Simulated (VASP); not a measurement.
Wanted: the native input for a VASP 6.6.1 run.

| Property | Result |
| --- | --- |
| Task | single point |
| Functional | LDA |
| Potentials or basis | VASP PAW LDA potentials, release 64 (Br) |
| Cutoff | 520 eV |
| k mesh | 14 × 14 × 14 |
| Occupations | fermi-dirac, width 0.1 eV |
| Spin | no spin polarisation |
| Dipole correction | no |
| Further INCAR settings | ALGO = Normal; EDIFF = 1e-06; NBANDS = 10 |

The structure of Br lies in POSCAR:

```
Br
1.0
    0.0000000000      1.8809793870      1.8809793870
    1.8809793870      0.0000000000      1.8809793870
    1.8809793870      1.8809793870      0.0000000000
Br
1
Direct
    0.0000000000      0.0000000000      0.0000000000
```

This cell differs from its parent crystal: volume scaled by 0.58.

The input as run:

INCAR

```
SYSTEM = Br
PREC = Accurate
ENCUT = 520
EDIFF = 1E-6
ISMEAR = -1
SIGMA = 0.1
LREAL = .False.
LASPH = .True.
NELM = 80
ALGO = Normal
ISIF = 2
LWAVE = .False.
LCHARG = .False.
GGA = CA
NBANDS = 10
```

KPOINTS

```
regular mesh
0
Gamma
  14 14 14
  0 0 0
```

Potentials or basis: VASP PAW LDA potentials, release 64 (Br).

Launch:

```console
$ cat potpaw_LDA.64/Br/POTCAR > POTCAR
$ mpirun -np 1 vasp_std > vasp.out
```

It gave:

```
Pressure : 95.7 GPa
```

Caveat: an odd number of electrons without spin polarisation forces a metal; a magnetic or distorted state may lie lower.

Wall time 8.1 s on 1 thread of Intel Xeon 6975P-C, on a shared host, peak memory 0.12 GiB.
